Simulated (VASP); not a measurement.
# WSe2 in VASP: single point with r2SCAN

Aim: the single point of WSe2 with r2SCAN.

Everything below comes from runs of VASP 6.6.1. Logs are shortened: lines on timing, memory, paths and dates and some standing lists are left out, and cuts for length are marked.

## (1) The cell of the first run

The cell holds a slab with vacuum, 9 atoms: a = 3.315 Å, b = 3.315 Å, c = 58.315 Å, α = 90.00°, β = 90.00°, γ = 120.00°.

## (2) Single point, r2SCAN

POSCAR reads:

```
WSe2
1.0
    3.3148718567      0.0000000000      0.0000000000
   -1.6574359284      2.8707632382      0.0000000000
    0.0000000000      0.0000000000     58.3145857362
Se W
6 3
Direct
    0.3333333333      0.6666666667      0.3539428441
    0.3333333333      0.6666666667      0.4109188162
    0.6666666667      0.3333333333      0.4715036873
    0.6666666667      0.3333333333      0.5284963127
    0.3333333333      0.6666666667      0.5890811838
    0.3333333333      0.6666666667      0.6460571559
    0.6666666667      0.3333333333      0.3824200714
    0.3333333333      0.6666666667      0.5000000000
    0.6666666667      0.3333333333      0.6175799286
```

INCAR.step1 reads:

```
PREC     = Accurate       # precision mode
ENCUT    = 520            # plane-wave cutoff, eV
ISMEAR   = 0              # smearing method
SIGMA    = 0.02           # smearing width, eV
LREAL    = F              # projectors in reciprocal space
LASPH    = T              # aspherical terms in the spheres
NELM     = 60             # most SCF steps
LDIPOL   = T            
IDIPOL   = 3            
DIPOL    = 0.5 0.5 0.500
NBANDS   = 49             # bands
GGA      = PE             # functional
ALGO     = Normal         # electronic algorithm
EDIFF    = 1E-4           # SCF threshold, eV
LWAVE    = T              # write WAVECAR
LCHARG   = F              # write CHGCAR
```

INCAR.step2 reads:

```
PREC     = Accurate       # precision mode
ENCUT    = 520            # plane-wave cutoff, eV
EDIFF    = 1E-6           # SCF threshold, eV
ISMEAR   = 0              # smearing method
SIGMA    = 0.02           # smearing width, eV
LREAL    = F              # projectors in reciprocal space
LASPH    = T              # aspherical terms in the spheres
NELM     = 60             # most SCF steps
ALGO     = Normal         # electronic algorithm
ISIF     = 2              # what is computed and relaxed
LWAVE    = F              # write WAVECAR
LCHARG   = F              # write CHGCAR
LDIPOL   = T            
IDIPOL   = 3            
DIPOL    = 0.5 0.5 0.500
METAGGA  = R2SCAN         # meta-GGA
LMIXTAU  = T            
NBANDS   = 49             # bands
ISTART   = 1
```

KPOINTS reads:

```
Automatic mesh
0
Gamma
  9 9 1
```

Potentials or basis: VASP PAW PBE potentials, release 64 (Se, W_sv).

Started as:

```bash
> cat potpaw_PBE.64/Se/POTCAR potpaw_PBE.64/W_sv/POTCAR > POTCAR
> cp INCAR.step1 INCAR
> mpirun -np 1 vasp_std > vasp.out
> cp INCAR.step2 INCAR
> mpirun -np 1 vasp_std > vasp.out
```

OUTCAR:

```text
PREC = Accurate
   ENCUT = 520
   EDIFF = 1E-6
   ISMEAR = 0
   LREAL = F
   LASPH = T
   NELM = 60
   ISIF = 2
   METAGGA = R2SCAN
   ISTART = 1

 ion  position               nearest neighbor table
   1  0.333  0.667  0.354-   7 2.53   7 2.53   7 2.53
   2  0.333  0.667  0.411-   7 2.53   7 2.53   7 2.53
   3  0.667  0.333  0.472-   8 2.53   8 2.53   8 2.53
   4  0.667  0.333  0.528-   8 2.53   8 2.53   8 2.53
   5  0.333  0.667  0.589-   9 2.53   9 2.53   9 2.53
   6  0.333  0.667  0.646-   9 2.53   9 2.53   9 2.53
   7  0.667  0.333  0.382-   1 2.53   1 2.53   1 2.53   2 2.53   2 2.53   2 2.53
   8  0.333  0.667  0.500-   3 2.53   4 2.53   3 2.53   4 2.53   3 2.53   4 2.53
   9  0.667  0.333  0.618-   6 2.53   6 2.53   6 2.53   5 2.53   5 2.53   5 2.53

  LATTYP: Found a hexagonal cell.
 ALAT       =     3.3148718567
 C/A-ratio  =    17.5918069407

  Lattice vectors:

 A1 = (   3.3148718567,   0.0000000000,   0.0000000000)
 A2 = (  -1.6574359284,   2.8707632382,   0.0000000000)
 A3 = (   0.0000000000,   0.0000000000,  58.3145857362)

Analysis of symmetry for initial positions (statically):
=====================================================================
 Subroutine PRICEL returns:
 Original cell was already a primitive cell.

 Routine SETGRP: Setting up the symmetry group for a
 hexagonal supercell.

 Subroutine GETGRP returns: Found 12 space group operations
 (whereof 12 operations were pure point group operations)
 out of a pool of 24 trial point group operations.

The static configuration has the point symmetry D_3h.

Analysis of symmetry for dynamics (positions and initial velocities):
=====================================================================
 Subroutine PRICEL returns:
 Original cell was already a primitive cell.

 Routine SETGRP: Setting up the symmetry group for a
 hexagonal supercell.

 Subroutine GETGRP returns: Found 12 space group operations
 (whereof 12 operations were pure point group operations)
 out of a pool of 24 trial point group operations.

The dynamic configuration has the point symmetry D_3h.

 Subroutine INISYM returns: Found 12 space group operations
 (whereof 12 operations are pure point group operations),
 and found     1 'primitive' translations

----------------------------------------------------------------------------------------

                                     Primitive cell

  volume of cell :     554.9340

  direct lattice vectors                    reciprocal lattice vectors
     3.314871857  0.000000000  0.000000000     0.301670786  0.174169710  0.000000000
    -1.657435928  2.870763238  0.000000000     0.000000000  0.348339420  0.000000000
     0.000000000  0.000000000 58.314585736     0.000000000  0.000000000  0.017148368

  length of vectors
     3.314871857  3.314871857 58.314585736     0.348339420  0.348339420  0.017148368

  position of ions in fractional coordinates (direct lattice)
     0.333333333  0.666666667  0.353942844
     0.333333333  0.666666667  0.410918816
     0.666666667  0.333333333  0.471503687
     0.666666667  0.333333333  0.528496313
     0.333333333  0.666666667  0.589081184
     0.333333333  0.666666667  0.646057156
     0.666666667  0.333333333  0.382420071
     0.333333333  0.666666667  0.500000000
     0.666666667  0.333333333  0.617579929

  ion indices of the primitive-cell ions
   primitive index   ion index
                 1           1
                 2           2
                 3           3
                 4           4
                 5           5
                 6           6
                 7           7
                 8           8
                 9           9

----------------------------------------------------------------------------------------

 KPOINTS: Automatic mesh

Automatic generation of k-mesh.
 Grid dimensions read from file:
 generate k-points for:    9    9    1

 Generating k-lattice:

  Cartesian coordinates                     Fractional coordinates (reciprocal lattice)
     0.033518976  0.019352190  0.000000000     0.111111111 -0.000000000  0.000000000
     0.000000000  0.038704380  0.000000000     0.000000000  0.111111111  0.000000000
     0.000000000  0.000000000  0.017148368     0.000000000  0.000000000  1.000000000

  Length of vectors
     0.038704380  0.038704380  0.017148368

  Shift w.r.t. Gamma in fractional coordinates (k-lattice)
     0.000000000  0.000000000  0.000000000

 Subroutine IBZKPT returns following result:
 ===========================================

 Found     12 irreducible k-points:

 Following reciprocal coordinates:
            Coordinates               Weight
  0.000000  0.000000  0.000000      1.000000
  0.111111  0.000000  0.000000      6.000000
  0.222222  0.000000  0.000000      6.000000
  0.333333  0.000000  0.000000      6.000000
  0.444444  0.000000  0.000000      6.000000
  0.111111  0.111111  0.000000      6.000000
  0.222222  0.111111  0.000000     12.000000
  0.333333  0.111111  0.000000     12.000000
  0.444444  0.111111  0.000000      6.000000
  0.222222  0.222222  0.000000      6.000000
  0.333333  0.222222  0.000000     12.000000
  0.333333  0.333333  0.000000      2.000000
   k-points           NKPTS =     12   k-points in BZ     NKDIM =     12   number of bands    NBANDS=     49
   number of dos      NEDOS =    301   number of ions     NIONS =      9
   total plane-waves  NPLWV = 351232
   dimension x,y,z NGX =    28 NGY =   28 NGZ =  448
   dimension x,y,z NGXF=    56 NGYF=   56 NGZF=  896
   ions per type =               6   3
   NGX,Y,Z   is equivalent  to a cutoff of  14.04, 14.04, 12.77 a.u.
   NGXF,Y,Z  is equivalent  to a cutoff of  28.08, 28.08, 25.54 a.u.
 SYSTEM =  unknown system
   PREC   = accura    normal or accurate (medium, high low for compatibility)
   ISTART =      1    job   : 0-new  1-cont  2-samecut
   ICHARG =      0    charge: 1-file 2-atom 10-const
   ISPIN  =      1    spin polarized calculation?
   LNONCOLLINEAR =      F non collinear calculations
   LSORBIT =      F    spin-orbit coupling
   LASPH  =      T    aspherical Exc in radial PAW
   ENCUT  =  520.0 eV  38.22 Ry    6.18 a.u.   6.16  6.16108.43*2*pi/ulx,y,z
   NELM   =     60;   NELMIN=  2; NELMDL=  0     # of ELM steps
   EDIFF  = 0.1E-05   stopping-criterion for ELM
   LREAL  =      F    real-space projection
   EDIFFG = 0.1E-04   stopping-criterion for IOM
   NSW    =      0    number of steps for IOM
   IBRION =     -1    ionic relax: 0-MD 1-quasi-New 2-CG
   NFREE  =      0    steps in history (QN), initial steepest desc. (CG)
   ISIF   =      2    stress and relaxation
   ISYM   =      2    0-nonsym 1-usesym 2-fastsym
   POTIM  = 0.5000    time-step for ionic-motion
   TEBEG  =    0.0;   TEEND  =   0.0 temperature during run
   PSTRESS=    0.0 pullay stress
   NELECT =      78.0000    total number of electrons
   NUPDOWN=      -1.0000    fix difference up-down
   EMIN   =  10.00;   EMAX   =-10.00  energy-range for DOS
   EFERMI =   0.00;   METHOD = LEGACY
   ISMEAR =     0;   SIGMA  =   0.02  broadening in eV -4-tet -1-fermi 0-gaus
   EFERMI_NEDOS =   21; number of points for ismear=-14 and -15
   IALGO  =     38    algorithm
   IMIX   =      4    mixing-type and parameters
     AMIX     =   0.40;   BMIX     =  1.00
     AMIX_MAG =   1.60;   BMIX_MAG =  1.00
  volume/ion in A,a.u.               =      61.66       416.10
  Fermi-wavevector in a.u.,A,eV,Ry     =   0.851189  1.608514  9.857727  0.724522
  Thomas-Fermi vector in A             =   1.967283
   LORBIT       =      0    0 simple, 1 ext, 2 COOP (PROOUT), +10 PAW based schemes
   METAGGA = R2SCAN    functional components
   LHFCALC =     F    Hartree Fock is set to
   AEXX    =    0.0000 exact exchange contribution
   IVDW    =     0    specifies the selected vdW correction
   LEPSILON=     F    determine dielectric tensor
   LRPA    =     F    only Hartree local field effects (RPA)
 non-spin polarized calculation
 Gauss-broadening in eV      SIGMA  =   0.02
  energy-cutoff  :      520.00
  volume of cell :      554.93
 maximum number of plane-waves:     14994
 NGX is ok and might be reduce to    28
   NGX = 13   NGY = 13   NGZ =217

 dipolmoment           0.000000      0.000000      0.000000 electrons x Angstroem

 number of electron      78.0000000 magnetization

 dipolmoment           0.000000      0.000000     -0.000000 electrons x Angstroem

 Free energy of the ion-electron system (eV)
  ---------------------------------------------------
  ext. energy  EPLUGINS =         0.00000000
  ---------------------------------------------------
  free energy    TOTEN  =      -245.34548275 eV

  energy without entropy =     -245.34548275  energy(sigma->0) =     -245.34548275

 E-fermi :  -1.3738     XC(G=0):  -3.9464

 val. band max:       -1.5506459893   @ k =   0.0000   0.0000   0.0000
 cond. band min:      -0.0469186171   @ k =   0.3333   0.3333   0.0000
 fundamental gap:      1.5037273721
 Fermi energy:        -1.3738247669

 k-point     1 :       0.0000    0.0000    0.0000
  band No.  band energies     occupation
      1     -77.6927      2.00000
      2     -77.6914      2.00000
      3     -77.6914      2.00000
      4     -41.2711      2.00000
      5     -41.2696      2.00000
      6     -41.2696      2.00000
[... 41 lines left out ...]
     48       1.5819      0.00000
     49       1.6087      0.00000

 k-point     2 :       0.1111    0.0000    0.0000
  band No.  band energies     occupation
      1     -77.6914      2.00000
      2     -77.6902      2.00000
      3     -77.6902      2.00000
      4     -41.2658      2.00000
      5     -41.2643      2.00000
      6     -41.2643      2.00000
[... 512 lines left out ...]
 k-point    12 :       0.3333    0.3333    0.0000
  band No.  band energies     occupation
      1     -77.6807      2.00000
      2     -77.6795      2.00000
      3     -77.6795      2.00000
      4     -41.3409      2.00000
      5     -41.3399      2.00000
      6     -41.3399      2.00000
[... 41 lines left out ...]
     48       2.0135      0.00000
     49       3.4185      0.00000

------------------------ aborting loop because EDIFF is reached ----------------------------------------

 vacuum level on the upper side and lower side of the slab       (xc-potential included)        -0.024        -0.024

  FORCE on cell =-STRESS in cart. coord.  units (eV):
  Direction    XX          YY          ZZ          XY          YZ          ZX
  --------------------------------------------------------------------------------------
  -------------------------------------------------------------------------------------
  Total        0.3508814      0.3508814      0.4119514     -0.0000000      0.0000000      0.0000000
  in kB        1.0130470      1.0130470      1.1893652     -0.0000000      0.0000000      0.0000000
  external PRESSURE =       1.0718197 kB  Pullay stress =       0.0000000 kB

 VOLUME and BASIS-vectors are now :
 -----------------------------------------------------------------------------
  energy-cutoff  :      520.00
  volume of cell :      554.93
      direct lattice vectors                 reciprocal lattice vectors
     3.314871857  0.000000000  0.000000000     0.301670786  0.174169710  0.000000000
    -1.657435928  2.870763238  0.000000000     0.000000000  0.348339420  0.000000000
     0.000000000  0.000000000 58.314585736     0.000000000  0.000000000  0.017148368

 POSITION                                       TOTAL-FORCE (eV/Angst)
 -----------------------------------------------------------------------------------
     -0.00000      1.91384     20.64003        -0.000000     -0.000000     -0.044895
     -0.00000      1.91384     23.96256         0.000000     -0.000000      0.043975
      1.65744      0.95692     27.49554        -0.000000     -0.000000     -0.043771
      1.65744      0.95692     30.81904        -0.000000      0.000000      0.043771
     -0.00000      1.91384     34.35203         0.000000     -0.000000     -0.043975
     -0.00000      1.91384     37.67456        -0.000000     -0.000000      0.044895
      1.65744      0.95692     22.30067        -0.000000      0.000000      0.000412
     -0.00000      1.91384     29.15729        -0.000000      0.000000      0.000000
      1.65744      0.95692     36.01392        -0.000000      0.000000     -0.000412
 -----------------------------------------------------------------------------------
    total drift:                               -0.000000      0.000000      0.000000

  FREE ENERGIE OF THE ION-ELECTRON SYSTEM (eV)
  ---------------------------------------------------
  free  energy   TOTEN  =      -245.3454827474 eV

  energy  without entropy=     -245.3454827474  energy(sigma->0) =     -245.34548275

 vacuum level on the upper side and lower side of the slab         3.623         3.623
```

Run time: 30 min. Hardware: 1 thread of Intel Xeon Platinum 8488C (Sapphire Rapids), shared host; peak memory 0.89 GiB.

Results:

- Free energy: -245.3455 eV
- Largest force: 0.045 eV/Å
- Band gap on the k mesh: 1.50 eV (least direct gap 1.60 eV)

Forces on the atoms (eV/Å):
```
Se   0.000  0.000 -0.045
Se   0.000  0.000  0.044
Se   0.000  0.000 -0.044
Se   0.000  0.000  0.044
Se   0.000  0.000 -0.044
Se   0.000  0.000  0.045
W    0.000  0.000  0.000
W    0.000  0.000  0.000
W    0.000  0.000  0.000
```

Levels at points of the mesh, in eV from the valence-band top:
| k point | band 35 | band 36 | band 37 | band 38 | band 39 | band 40 | band 41 | band 42 | band 43 | band 44 |
| --- | --- | --- | --- | --- | --- | --- | --- | --- | --- | --- |
| (0.00, 0.00, 0.00) | -1.51 | -1.51 | -0.61 | -0.26 | 0.00 | 2.93 | 2.93 | 2.94 | 2.94 | 2.95 |

Caveat: the PAW data sets were made with another functional, which shifts forces and pressure a little; spin-orbit coupling is left out, which moves the levels of the heavy elements.
